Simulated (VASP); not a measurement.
MgO2, 3 atoms in the cell. Symmetry: R-3m, No. 166, trigonal system. The conventional cell has a = 3.086 Å, b = 3.086 Å, c = 10.214 Å, α = 90.00°, β = 90.00°, γ = 120.00°. Within 2.7 Å of Mg (site symmetry -3m) lie 6 O at 2.03 Å. Within 1.9 Å of O (site symmetry 3m) lie 1 O at 1.45 Å. 

| Property | Result |
| --- | --- |
| Program | VASP 6.6.1 |
| Task | relaxation of shape and atoms at fixed volume |
| Functional | r2SCAN |
| Potentials or basis | VASP PAW PBE potentials, release 64 (Mg, O) |
| Cutoff | 600 eV |
| k mesh | 12 × 12 × 12 |
| Occupations | gaussian, width 0.02 eV |
| Spin | no spin polarisation |
| Dipole correction | no |
| Further INCAR settings | ALGO = Normal; EDIFF = 1e-07; IBRION = 2; EDIFFG = -0.01; NSW = 50; ISIF = 4 |

Potentials or basis: VASP PAW PBE potentials, release 64 (Mg, O).

Run with:

```sh
$ cat potpaw_PBE.64/Mg/POTCAR potpaw_PBE.64/O/POTCAR > POTCAR
$ cp INCAR.step1 INCAR
$ mpirun -np 1 vasp_std > vasp.out
$ cp INCAR.step2 INCAR
$ mpirun -np 1 vasp_std > vasp.out
```

Hardware: 1 thread of Oxide Virtual Turin-like Processor, on a shared host.

Q: Estimate the wall time of this run.

A: Wall time 25 min on 1 thread of Oxide Virtual Turin-like Processor, with other jobs on the host, peak memory 0.22 GiB. Counts: k points 189, ion steps 6.
